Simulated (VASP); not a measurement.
Here is a VASP 6.6.1 calculation.

Contents of INCAR:

```
ALGO = Normal ; EDIFF = 1E-7
ENCUT = 520 ; GGA = PS
ISIF = 2 ; ISMEAR = -1
ISPIN = 2 ; LASPH = T
LCHARG = F ; LMAXMIX = 4
LORBIT = 11 ; LREAL = F
LWAVE = F ; MAGMOM = 0 0 2
NBANDS = 28 ; NELM = 150
NUPDOWN = 2.0 ; PREC = Accurate
SIGMA = 0.05
```

Contents of KPOINTS:

```
k-points
0
Gamma
  9 9 4
```

File POSCAR:

```
MnPt2
1.0
    2.8584044518      0.0000000000      0.0000000000
   -1.4292022259      2.4754508696      0.0000000000
    0.0000000000      0.0000000000      6.5325040000
Pt Mn
2 1
Direct
    0.6666666667      0.3333333333      0.3162060000
    0.3333333333      0.6666666667      0.6837940000
    0.0000000000      0.0000000000      0.0000000000
```

Potentials or basis: VASP PAW PBE potentials, release 64 (Pt, Mn_pv).

Command:

```console
$ cat potpaw_PBE.64/Pt/POTCAR potpaw_PBE.64/Mn_pv/POTCAR > POTCAR
$ mpirun -np 1 vasp_std > vasp.out
```

Question: Predict the largest force.

Answer: 0.156 eV/Å.

Question: Predict the pressure.

Answer: -19.5 GPa.

Forces on the atoms (eV/Å):
```
Pt   0.000  0.000 -0.156
Pt   0.000  0.000  0.156
Mn   0.000  0.000  0.000
```

Caveat: the stress differs along the axes, from -22 to -15 GPa; the PAW data sets were made with another functional, which shifts forces and pressure a little; the total moment is fixed, so each spin has its own Fermi level and the state may be an excited one.
